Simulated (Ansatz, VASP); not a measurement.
NaH: VASP beside Ansatz

```xyz
2
Lattice="0.0000 2.5393 2.6776 2.5393 0.0000 2.6776 2.5393 2.5393 0.0000" Properties=species:S:1:pos:R:3 pbc="T T T"
Na    0.0000    0.0000    0.0000
H     1.2696    1.2696    1.3388
```

Change from the starting cell: epitaxial_xy strain -2.2%.

Alike in both runs: task single point; functional PBE; k mesh 8 × 8 × 8; occupations fermi-dirac, width 0.02 eV; no spin polarisation.

|  | VASP | Ansatz |
| --- | --- | --- |
| version | VASP 6.6.1 | Ansatz 0.2.0 |
| potentials or method | VASP PAW PBE potentials, release 64 (Na_pv, H) | plane waves, PAW |
| plane-wave cutoff (eV) | 520 | 420 |
| valence electrons in the cell | 8 | 10 |

Ansatz gave:

```
gap on the k mesh at the Fermi level (eV)                     : 3.57
pressure (GPa)                                                : 0.5
traceless stress, the component that is largest in VASP (GPa) : -0.24
```

Which values does VASP return?

gap on the k mesh at the Fermi level (eV): 3.57; pressure (GPa): 0.5; traceless stress, the component that is largest in VASP (GPa): -0.23.

The functional is the same, so the differences come from potentials, cutoffs and numerics. VASP's potentials hold 8 valence electrons a cell and Ansatz's 10, so a difference there can come from the potentials and not from the codes.
